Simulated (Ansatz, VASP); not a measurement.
# One calculation of SnO2, two programs

```
CELL_PARAMETERS angstrom
3.47198 0.00000 0.00000
0.00000 3.47198 0.00000
0.00000 0.00000 4.89594
ATOMIC_POSITIONS crystal
Sn 0.00000 0.00000 0.00000
O 0.50000 0.50000 0.15509
O 0.50000 0.50000 0.84491
```

Alike in both runs: task relaxation of cell and atoms; functional PBE; k mesh 10 × 10 × 8; occupations gaussian, width 0.02 eV; no spin polarisation.

|  | VASP | Ansatz |
| --- | --- | --- |
| version | VASP 6.6.1 | Ansatz 0.2.0 |
| potentials or method | VASP PAW PBE potentials, release 64 (Sn_d, O), cutoff 600 eV | scalar-relativistic, plane waves, PAW |
| valence electrons in the cell | 26 | 26 |

VASP gave:

| Item | Value |
| --- | --- |
| gap on the k mesh at the Fermi level, each at its own relaxed structure (eV) | 0.50 |
| relaxed volume (Å³/atom) | 19.66 |
| relaxed cell length with the largest relative difference (Å) | 4.903 |

**Question.** What did Ansatz give for the same quantities?

**Answer.** gap on the k mesh at the Fermi level, each at its own relaxed structure (eV): 0.65; relaxed volume (Å³/atom): 20.65; relaxed cell length with the largest relative difference (Å): 5.145.

One of these differences is far larger than is usual between the two programs; its cause wasn't traced.
